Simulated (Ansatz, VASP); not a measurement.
## One calculation of Hf3GeRu, two programs

```
Hf Ge Ru
1.0
     7.20972    0.00000    0.00000
    -3.60486    6.24380    0.00000
     0.00000    0.00000    4.61458
Hf Ge Ru
6 2 2
Direct
  0.19498 0.80502 0.25000
  0.38996 0.19498 0.75000
  0.19498 0.38996 0.25000
  0.80502 0.19498 0.75000
  0.61004 0.80502 0.25000
  0.80502 0.61004 0.75000
  0.00000 0.00000 0.00000
  0.00000 0.00000 0.50000
  0.33333 0.66667 0.75000
  0.66667 0.33333 0.25000
```

Change from the starting cell: species swapped into the CsCrCl3 type (P6_3mc, No. 186).

Alike in both runs: functional PBE; k mesh 6 × 6 × 8; occupations gaussian, width 0.1 eV; no spin polarisation.

Ansatz relaxed the structure, and its values are those at the end. VASP's run is a single point on that final structure, the one shown.

|  | VASP | Ansatz |
| --- | --- | --- |
| version | VASP 6.6.1 | Ansatz 0.2.0 |
| potentials or method | VASP PAW PBE potentials, release 64 (Hf_pv, Ge_d, Ru_pv), cutoff 520 eV | scalar-relativistic, plane waves, PAW |
| valence electrons in the cell | 116 | 216 |

|  | VASP | Ansatz | Ansatz less VASP |
| --- | --- | --- | --- |
| gap on the k mesh at the Fermi level (eV) | none | none | - |
| pressure (GPa) | -0.5 | 0.0 | +0.54 |
| rms of the force components (eV/Å) | 0.013 | 0.002 | -0.0104 |

A gap of «none» marks a metal or a gap that the smearing closes. VASP's potentials hold 116 valence electrons a cell and Ansatz's 216, so a difference there can come from the potentials and not from the codes.

Spin-orbit coupling is off throughout.
